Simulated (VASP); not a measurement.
TlCl:

```
Tl Cl
1.0
     3.83883    0.00000    0.00000
     0.00000    3.83883    0.00000
     0.00000    0.00000    3.83883
Tl Cl
1 1
Direct
  0.00000 0.00000 0.00000
  0.50000 0.50000 0.50000
```

Base run:

```yaml
Program: VASP 6.6.1
Functional: r2SCAN
Potentials_or_basis: VASP PAW PBE potentials, release 64 (Tl_d, Cl)
Cutoff: 550 eV
k_mesh: 4 × 4 × 4
Occupations: gaussian, width 0.01 eV
Spin: no spin polarisation
```

Its results: band gap on the k mesh 2.51 eV, direct; pressure 0.0 GPa.

**Question.** After a change of settings the same cell gave: band gap on the k mesh 2.90 eV, direct; pressure 3.2 GPa. Which change was it?
A. functional from r2SCAN to PBE; cutoff from 550 eV to 500 eV
B. functional from r2SCAN to HSE06; cutoff from 550 eV to 400 eV; k mesh from 4 × 4 × 4 to 2 × 2 × 2
C. functional from r2SCAN to PBE; cutoff from 550 eV to 500 eV; occupations from gaussian, width 0.01 eV to tetrahedron
D. functional from r2SCAN to PBE; cutoff from 550 eV to 500 eV; k mesh from 4 × 4 × 4 to 3 × 3 × 3

**Answer.** B.

Caveats: some runs use coarse meshes; the PAW data sets were made with another functional, which shifts forces and pressure a little; spin-orbit coupling is left out, which moves the levels of the heavy elements.
